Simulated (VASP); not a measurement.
**Pt: single point with r2SCAN**

Pt:

```
Pt
1.0
     2.79849    0.00000    0.00000
    -1.39924    2.42356    0.00000
     0.00000    0.00000    4.66348
Pt
2
Direct
  0.66667 0.33333 0.75000
  0.33333 0.66667 0.25000
```

This isn't the form of Pt at room conditions, which is fcc.

This cell differs from its parent crystal: ratio of the length along z to the lengths across it x 0.96, volume and fractional coordinates fixed.

```
Program             : VASP 6.6.1
Task                : single point
Functional          : r2SCAN
Potentials or basis : VASP PAW PBE potentials, release 64 (Pt)
Cutoff              : 520 eV
k mesh              : 24 × 24 × 12
Occupations         : gaussian, width 0.15 eV
Spin                : no spin polarisation
```

```yaml
Pressure: -6.3 GPa
Band_gap_on_the_k_mesh: zero (bands 10 and 11 overlap by 1.28 eV)
```

Stress tensor (GPa, compression positive):
```
-8.65  0.00  0.00
 0.00 -8.65  0.00
 0.00  0.00 -1.54
```

Levels at points of the mesh, in eV from the Fermi level:
```csv
k point,band 7,band 8,band 9,band 10,band 11,band 12,band 13,band 14
"(0.00, 0.00, 0.00)",-3.06,-2.18,-2.18,-0.29,-0.29,-0.23,5.47,15.87
"(0.50, 0.00, 0.00)",-2.72,0.08,0.11,0.37,2.34,3.78,7.82,9.58
"(0.00, 0.00, 0.50)",-3.56,-3.56,-0.90,-0.90,-0.90,-0.90,13.47,13.47
"(0.50, 0.00, 0.50)",-0.83,-0.83,0.27,0.27,1.85,1.85,6.64,6.64
```

Wall time 15 min on 1 thread of AMD EPYC 7R43 64-Core Processor (Zen 3), with other jobs on the host, peak memory 0.27 GiB.

Caveat: the cell stands under tension; the PAW data sets were made with another functional, which shifts forces and pressure a little; spin-orbit coupling is left out, which moves the levels of the heavy elements.
